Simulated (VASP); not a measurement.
Write the native input for VASP 6.6.1 that does the following.

```yaml
Task: single point
Functional: PBE
Potentials_or_basis: VASP PAW PBE potentials, release 64 (Ga_d, As)
Cutoff: 500 eV
k_mesh: 10 × 10 × 10
Occupations: gaussian, width 0.03 eV
Spin: no spin polarisation
Dipole_correction: no
Further_INCAR_settings: ALGO = Normal; EDIFF = 1e-06; NBANDS = 16
```

The structure of GaAs lies in POSCAR:

```
GaAs
1.0
    0.0000000000      3.0163268808      2.8008749607
    3.0163268808      0.0000000000      2.8008749607
    3.0163268808      3.0163268808      0.0000000000
Ga As
1 1
Direct
    0.0000000000      0.0000000000      0.0000000000
    0.7500000000      0.7500000000      0.7500000000
```

This cell differs from its parent crystal: strain +0.050 along x and y, -0.025 along z.

These files were run (other wordings do the same):

INCAR

```
PREC = Accurate
ENCUT = 500
EDIFF = 1E-6
ISMEAR = 0
SIGMA = 0.03
LREAL = F
LASPH = T
NELM = 120
ALGO = Normal
ISIF = 2
LWAVE = F
LCHARG = T
GGA = PE
LELF = T
LVHAR = T
NBANDS = 16
GGA_COMPAT = F
```

KPOINTS

```
regular mesh
0
Gamma
  10 10 10
```

Potentials or basis: VASP PAW PBE potentials, release 64 (Ga_d, As).

Run with:

```console
$ cat potpaw_PBE.64/Ga_d/POTCAR potpaw_PBE.64/As/POTCAR > POTCAR
$ mpirun -np 1 vasp_std > vasp.out
```

Results of the run:

| Quantity | Value |
| --- | --- |
| Pressure | -3.6 GPa |
| Band gap on the k mesh | 0.23 eV (least direct gap 0.34 eV) |

Caveat: the cell differs from its parent crystal (strain +0.050 along x and y, -0.025 along z); the cell stands under tension.

Run time: 69 s on 1 thread of Intel(R) Xeon(R) Platinum 8259CL CPU @ 2.50GHz (Skylake/Cascade Lake) (shared host), peak memory 0.23 GiB.
